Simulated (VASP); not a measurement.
Wanted: the native input for a VASP 6.6.1 run.

* Task: single point
* Functional: PBE
* Potentials or basis: VASP PAW PBE potentials, release 64 (Sn_d, Se)
* Cutoff: 520 eV
* k mesh: 5 × 5 × 1
* Occupations: fermi-dirac, width 0.0166 eV
* Spin: no spin polarisation
* Dipole correction: no
* Further INCAR settings: ALGO = Normal; EDIFF = 1e-06; NBANDS = 50

The structure of SnSe lies in POSCAR:

```
SnSe
1.0
    3.9829100000      0.0000000000      0.0000000000
   -1.9914550000      3.4493050000      0.0000000000
    0.0000000000      0.0000000000     16.9438670000
Sn Se
4 4
Direct
    0.3333300000      0.6666700000      0.1770000000
    0.6666600000      0.3333300000      0.6770000000
    0.3333300000      0.6666700000      0.3230000000
    0.6666700000      0.3333400000      0.8230000000
    0.3333300000      0.6666700000      0.6000000000
    0.6666600000      0.3333300000      0.1000000000
    0.3333300000      0.6666700000      0.9000000000
    0.6666700000      0.3333400000      0.4000000000
```

One way to write it, as run:

INCAR

```
SYSTEM = SnSe
  PREC = Accurate
  ENCUT = 520
  EDIFF = 1E-6
  ISMEAR = -1
  SIGMA = 0.0166
  LREAL = .False.
  LASPH = .True.
  NELM = 100
  ALGO = Normal
  ISIF = 2
  LWAVE = .False.
  LCHARG = .False.
  GGA = PE
  NBANDS = 50
```

KPOINTS

```
Automatic mesh
0
Gamma
  5 5 1
  0 0 0
```

Potentials or basis: VASP PAW PBE potentials, release 64 (Sn_d, Se).

Command:

```sh
$ cat potpaw_PBE.64/Sn_d/POTCAR potpaw_PBE.64/Se/POTCAR > POTCAR
$ mpirun -np 1 vasp_std > vasp.out
```

It gave:

* Pressure: 9.6 GPa
* Largest force: 3.106 eV/Å
* Band gap on the k mesh: zero (band 40 reaches 5.67 eV, above the bottom of band 41 at 5.33 eV)

Caveat: the k points lie up to 0.37 Å⁻¹ apart; spin-orbit coupling is left out, which moves the levels of the heavy elements; this functional lacks dispersion, which binds the layers, so the pressure and a relaxed spacing across them are unreliable; forces of over 1 eV/Å act on the atoms, so gaps and moduli don't describe the material at rest.

Wall time 2.4 min on 1 thread of AMD EPYC 7R43 64-Core Processor (Zen 3), on a shared host, peak memory 0.32 GiB.
